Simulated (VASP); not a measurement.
A run of VASP 6.6.1:

File INCAR:

```
SYSTEM = TiO2
PREC = Accurate
ENCUT = 520
EDIFF = 1E-6
ISMEAR = 0
SIGMA = 0.02
LREAL = .FALSE.
LASPH = .TRUE.
NELM = 150
ALGO = Normal
ISIF = 2
LWAVE = .FALSE.
LCHARG = .FALSE.
LMAXMIX = 4
LDAU = .TRUE.
LDAUTYPE = 2
LDAUL = 2 -1
LDAUU = 4 0
LDAUJ = 0 0
LDAUPRINT = 1
GGA = PE
NBANDS = 33
```

KPOINTS

```
Automatic mesh
0
G
  10 10 10
  0 0 0
```

File POSCAR:

```
TiO2
1.0
   -1.9089264783      1.9089264783      4.8882829143
    1.9089264783     -1.9089264783      4.8882829143
    1.9089264783      1.9089264783     -4.8882829143
Ti O
2 4
Direct
    0.0000000000      0.0000000000      0.0000000000
    0.7500000000      0.2500000000      0.5000000000
    0.2052809378      0.2052809378      0.0000000000
    0.9552809378      0.4552809378      0.5000000000
    0.5447190622      0.0447190622      0.5000000000
    0.7947190622      0.7947190622      0.0000000000
```

Potentials or basis: VASP PAW PBE potentials, release 64 (Ti_sv, O).

Command:

```sh
$ cat potpaw_PBE.64/Ti_sv/POTCAR potpaw_PBE.64/O/POTCAR > POTCAR
$ mpirun -np 1 vasp_std > vasp.out
```

Hardware: 1 thread of AMD EPYC 9R14 (Zen 4), on a shared host.

Task: Estimate the wall time of this run.

Result: Wall time 4.9 min on 1 thread of AMD EPYC 9R14 (Zen 4), with other jobs on the host, peak memory 0.34 GiB. Counts: scf iterations 16, k points 102.
